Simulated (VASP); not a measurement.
# As: single point with LDA

As:

```
As
1.0
     0.00000    2.98415    2.98415
     2.98415    0.00000    2.98415
     2.98415    2.98415    0.00000
As
2
Cartesian
  0.0000 0.0000 0.0000
  1.4921 1.4921 1.4921
```

```yaml
Program: VASP 6.6.1
Task: single point
Functional: LDA
Potentials_or_basis: VASP PAW LDA potentials, release 64 (As)
Cutoff: 520 eV
k_mesh: 6 × 6 × 6
Occupations: methfessel-paxton, width 0.1 eV
Spin: no spin polarisation
```

```yaml
Pressure: 0.9 GPa
Band_gap_on_the_k_mesh: zero (band 5 reaches 3.95 eV, above the bottom of band 6 at 2.70 eV)
```

Levels at points of the mesh, in eV from the Fermi level:
| k point | band 1 | band 2 | band 3 | band 4 | band 5 | band 6 | band 7 | band 8 | band 9 | band 10 |
| --- | --- | --- | --- | --- | --- | --- | --- | --- | --- | --- |
| (0.00, 0.00, 0.00) | -14.23 | -5.78 | -2.28 | -2.28 | -2.28 | 0.51 | 0.51 | 0.51 | 4.64 | 7.88 |
| (0.50, 0.00, 0.00) | -12.76 | -9.74 | -3.28 | -3.28 | -2.84 | 1.78 | 1.78 | 5.03 | 6.93 | 7.71 |
| (0.50, 0.50, 0.00) | -11.30 | -11.30 | -4.43 | -4.43 | -0.86 | -0.86 | 5.27 | 5.27 | 7.63 | 7.63 |

It took 5 s on 1 thread of AMD EPYC 9R45 96-Core Processor (Zen 5), with other jobs on the host, peak memory 0.12 GiB.
